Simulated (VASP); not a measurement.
Input of a VASP 6.6.1 run:

File INCAR:

```
PREC = Accurate
ENCUT = 520
EDIFF = 1E-7
ISMEAR = -1
SIGMA = 0.1
LREAL = F
LASPH = T
NELM = 60
ALGO = Normal
ISIF = 2
LWAVE = F
LCHARG = F
GGA = PE
NBANDS = 26
```

The input KPOINTS:

```
regular mesh
0
Gamma
  7 7 10
```

POSCAR

```
Tl
1.0
    5.7066433239      0.0000000000      0.0000000000
   -2.8533216619      4.9420980888      0.0000000000
    0.0000000000      0.0000000000      3.5071730320
Tl
3
Direct
    1.0000000000      0.0000000000      0.0000000000
    0.3333333333      0.6666666667      0.5000000000
    0.6666666667      0.3333333333      0.5000000000
```

Potentials or basis: VASP PAW PBE potentials, release 64 (Tl_d).

Run with:

```console
$ cat potpaw_PBE.64/Tl_d/POTCAR > POTCAR
$ mpirun -np 1 vasp_std > vasp.out
```

Q: Estimate the pressure.

A: -0.9 GPa.

Q: Estimate the band gap on the k mesh.

A: Zero (an odd number of electrons rules out a gap without spin polarisation).

Caveat: spin-orbit coupling is left out, which moves the levels of the heavy elements.
